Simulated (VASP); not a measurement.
Write the native input for VASP 6.6.1 that does the following.

```yaml
Task: single point
Functional: LDA
Potentials_or_basis: VASP PAW LDA potentials, release 64 (B, N)
Cutoff: 520 eV
k_mesh: 12 × 12 × 4
Occupations: gaussian, width 0.05 eV
Spin: no spin polarisation
Dipole_correction: no
Further_INCAR_settings: ALGO = Normal; EDIFF = 1e-06; NBANDS = 16
```

The structure of BN lies in POSCAR:

```
BN
1.0
    2.4283288287      0.0000000000      0.0000000000
   -1.2141644143      2.1029944544      0.0000000000
    0.0000000000      0.0000000000      6.4933512879
B N
2 2
Direct
    0.3333333333      0.6666666667      0.2500000000
    0.6666666667      0.3333333333      0.7500000000
    0.3333333333      0.6666666667      0.7500000000
    0.6666666667      0.3333333333      0.2500000000
```

This cell differs from its parent crystal: volume 8.290 Å^3 an atom, c/a of the conventional cell 2.6740.

These files were run (other wordings do the same):

INCAR

```
SYSTEM = BN
PREC = Accurate ; ENCUT = 520
EDIFF = 1E-6 ; ISMEAR = 0
SIGMA = 0.05 ; LREAL = .False.
LASPH = .True. ; NELM = 80
ALGO = Normal ; ISIF = 2
LWAVE = .False. ; LCHARG = .True.
GGA = CA ; LELF = .True.
LVHAR = .True. ; NBANDS = 16
```

KPOINTS

```
regular mesh
0
Gamma
  12 12 4
  0 0 0
```

Potentials or basis: VASP PAW LDA potentials, release 64 (B, N).

Command:

```sh
$ cat potpaw_LDA.64/B/POTCAR potpaw_LDA.64/N/POTCAR > POTCAR
$ mpirun -np 1 vasp_std > vasp.out
```

Results of the run:

* Pressure: 21.3 GPa
* Band gap on the k mesh: 4.17 eV, indirect (least direct gap 4.66 eV)

Wall time 32 s on 1 thread of AMD EPYC 7R13, on a shared host, peak memory 0.11 GiB.
